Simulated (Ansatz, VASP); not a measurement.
# CaScBe2 in VASP and in Ansatz

The input INCAR:

```
ALGO = Normal
EDIFF = 1E-7
EDIFFG = -0.04
ENCUT = 600
GGA = PE
IBRION = 2
ISIF = 3
ISMEAR = 0
LASPH = T
LCHARG = F
LREAL = F
LWAVE = F
NELM = 80
NSW = 90
PREC = Accurate
SIGMA = 0.1
```

The input KPOINTS:

```
k-points
0
Gamma
  6 6 2
```

File POSCAR:

```
CaScBe2
1.0
    3.1185373424      0.0000000000      0.0000000000
   -1.5592686712      2.7007325611      0.0000000000
    0.0000000000      0.0000000000     13.9570902036
Ca Sc Be
2 2 4
Direct
    0.3333333333      0.6666666667      0.7500000000
    0.6666666667      0.3333333333      0.2500000000
    0.0000000000      0.0000000000      0.5000000000
    0.0000000000      0.0000000000      0.0000000000
    0.3333333333      0.6666666667      0.4140000000
    0.6666666667      0.3333333333      0.9140000000
    0.6666666667      0.3333333333      0.5860000000
    0.3333333333      0.6666666667      0.0860000000
```

Input for Ansatz:

```yaml
crystal:
  lattice:
    - [3.1185373424, 0.0, 0.0]
    - [-1.5592686712, 2.7007325611, 0.0]
    - [0.0, 0.0, 13.9570902036]
  atoms:
    - { symbol: Ca, position: [0.3333333333, 0.6666666667, 0.75] }
    - { symbol: Ca, position: [0.6666666667, 0.3333333333, 0.25] }
    - { symbol: Sc, position: [0.0, 0.0, 0.5] }
    - { symbol: Sc, position: [0.0, 0.0, 0.0] }
    - { symbol: Be, position: [0.3333333333, 0.6666666667, 0.414] }
    - { symbol: Be, position: [0.6666666667, 0.3333333333, 0.914] }
    - { symbol: Be, position: [0.6666666667, 0.3333333333, 0.586] }
    - { symbol: Be, position: [0.3333333333, 0.6666666667, 0.086] }
basis:
  ecutwfc: 420
kpoints:
  mp_grid: { grid: [6, 6, 2] }
hamiltonian:
  xc: pbe
scf:
  occupations: { method: gaussian, width: 0.1 }
  lower_state_search: "off"
output:
  forces: true
  stress: true
  eigenvalues: true
relax:
  adjacent_minimum: "off"
  f_tol: 0.04
  max_steps: 70
  cell: { stress_tol: 0.4 }
```

Alike in both runs: task relaxation of cell and atoms; functional PBE; k mesh 6 × 6 × 2; occupations gaussian, width 0.1 eV; no spin polarisation.

|  | VASP | Ansatz |
| --- | --- | --- |
| version | VASP 6.6.1 | Ansatz 0.2.0 |
| potentials or method | VASP PAW PBE potentials, release 64 (Ca_sv, Sc_sv, Be), cutoff 600 eV | scalar-relativistic, plane waves, PAW |
| valence electrons in the cell | 50 | 50 |

|  | VASP | Ansatz | Ansatz less VASP |
| --- | --- | --- | --- |
| gap on the k mesh at the Fermi level, each at its own relaxed structure (eV) | none | none | - |
| relaxed volume (Å³/atom) | 21.11 | 20.93 | -0.183 |
| relaxed length of the cell vector where the two differ most in proportion (Å) | 3.538 | 3.515 | -0.0234 |

A gap of «none» marks a metal or a gap that the smearing closes.

The k mesh is coarse, so the values compare programs but aren't converged. Noted on VASP's run: the volume moved by over 15 % at a fixed basis, so the end points are rough.
